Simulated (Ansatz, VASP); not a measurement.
## Mg4Be5Zn3S12 in VASP and in Ansatz

```xyz
24
Lattice="5.5666 3.2135 0.0339 0.0180 6.4593 6.1315 5.6417 -3.2801 6.2022" Properties=species:S:1:pos:R:3 pbc="T T T"
Be    3.6822    2.2132    6.1312
Be    1.9399    5.3830    6.3201
Be    5.6176    5.4417    6.1987
Be    3.7736    8.4754    6.2321
Be    1.8897    1.0957    3.0787
Mg    7.4587    2.1649    6.0481
Mg    5.6346    1.0290    9.3682
Mg    3.7385    4.2008    3.2184
Mg    7.4962    4.2980    9.3169
S     5.7386    5.2465    2.3913
S     3.7927    2.1576    8.2405
S     7.4279    2.2755    2.3909
S     7.5535    2.0987    8.4531
S     5.6137    5.3960    8.3238
S     3.5826    2.0123    2.2222
S     7.4287    4.5447    5.3145
S     5.6458    7.5434    5.6690
S     9.3956    0.7355    5.4435
S     3.7575    4.3475    5.6537
S     7.6945    4.1139   11.7386
S     5.3594    1.0414    5.4174
Zn    5.6613   -1.2156    6.2304
Zn    3.7596    4.2772    9.1788
Zn    5.5205    1.0781    3.0758
```

Alike in both runs: functional PBE; k mesh 3 × 2 × 2; occupations gaussian, width 0.1 eV; no spin polarisation.

Ansatz relaxed the structure, and its values are those at the end. VASP's run is a single point on that final structure, the one shown.

|  | VASP | Ansatz |
| --- | --- | --- |
| version | VASP 6.6.1 | Ansatz 0.2.0 |
| potentials or method | VASP PAW PBE potentials, release 64 (Be, Mg, S, Zn), cutoff 520 eV | scalar-relativistic, plane waves, PAW |
| valence electrons in the cell | 126 | 158 |

```tsv
	VASP	Ansatz	Ansatz less VASP
gap on the k mesh at the Fermi level (eV)	3.34	3.34	-0.001
least direct gap on the mesh (eV)	3.34	3.34	-0.001
pressure (GPa)	0.0	0.0	+0.01
rms of the force components (eV/Å)	0.010	0.007	-0.0027
```

VASP's potentials hold 126 valence electrons a cell and Ansatz's 158, so a difference there can come from the potentials and not from the codes.
